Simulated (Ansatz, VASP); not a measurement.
Two plane-wave programs on Na

```xyz
1
Lattice="0.0000 2.5364 2.5364 2.5364 0.0000 2.5364 2.5364 2.5364 0.0000" Properties=species:S:1:pos:R:3 pbc="T T T"
Na    0.0000    0.0000    0.0000
```

Alike in both runs: task single point; functional PBE; k mesh 17 × 17 × 17; occupations fermi-dirac, width 0.1 eV; no spin polarisation.

|  | VASP | Ansatz |
| --- | --- | --- |
| version | VASP 6.6.1 | Ansatz 0.2.0 |
| potentials or method | VASP PAW PBE potentials, release 64 (Na_pv), cutoff 520 eV | plane waves (420 eV) with PAW, scalar-relativistic |
| valence electrons in the cell | 7 | 9 |

|  | VASP | Ansatz | Ansatz less VASP |
| --- | --- | --- | --- |
| pressure (GPa) | 1.2 | 1.3 | +0.04 |

The functional is the same, so the differences come from potentials, cutoffs and numerics. VASP's potentials hold 7 valence electrons a cell and Ansatz's 9, so a difference there can come from the potentials and not from the codes.
